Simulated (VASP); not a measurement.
The system is Zn.

```
Zn
1.0
     2.51370    0.00000    0.00000
     0.00000    2.51370    0.00000
     0.00000    0.00000    2.51370
Zn
1
Direct
  0.00000 0.00000 0.00000
```

This isn't the form of Zn at room conditions, which is hcp.

| Item | Value |
| --- | --- |
| Program | VASP 6.6.1 |
| Task | relaxation of cell and atoms |
| Functional | r2SCAN |
| Potentials or basis | VASP PAW PBE potentials, release 64 (Zn) |
| Cutoff | 600 eV |
| k mesh | 6 × 6 × 6 |
| Occupations | gaussian, width 0.1 eV |
| Spin | no spin polarisation |

At the start: pressure 6.9 GPa; volume 15.88 Å³/atom.

Q: How do energy, volume and symmetry change on relaxing?

A: Over 4 steps the energy falls by 41.3 meV/atom and the volume is 17.96 Å³/atom (+13.1 %); space group Pm-3m (No. 221, to 0.1 Å) before and after.

Step by step:
| step | energy change (eV) | largest force (eV/Å) | pressure (GPa) | volume (Å³) |
| --- | --- | --- | --- | --- |
| 1 | 0.0000 | 0.0000 | 6.85 | 15.88 |
| 2 | -0.0395 | 0.0000 | 1.38 | 17.50 |
| 3 | -0.0410 | 0.0000 | -0.44 | 18.11 |
| 4 | -0.0413 | 0.0000 | 0.02 | 17.96 |

Final structure:
```
Zn
1.0
     2.61883    0.00000    0.00000
     0.00000    2.61883    0.00000
     0.00000    0.00000    2.61883
Zn
1
Direct
  0.00000 0.00000 0.00000
```

Caveat: the k points lie up to 0.40 Å⁻¹ apart in the final cell, too coarse for converged energies and pressures of a metal; the PAW data sets were made with another functional, which shifts forces and pressure a little.
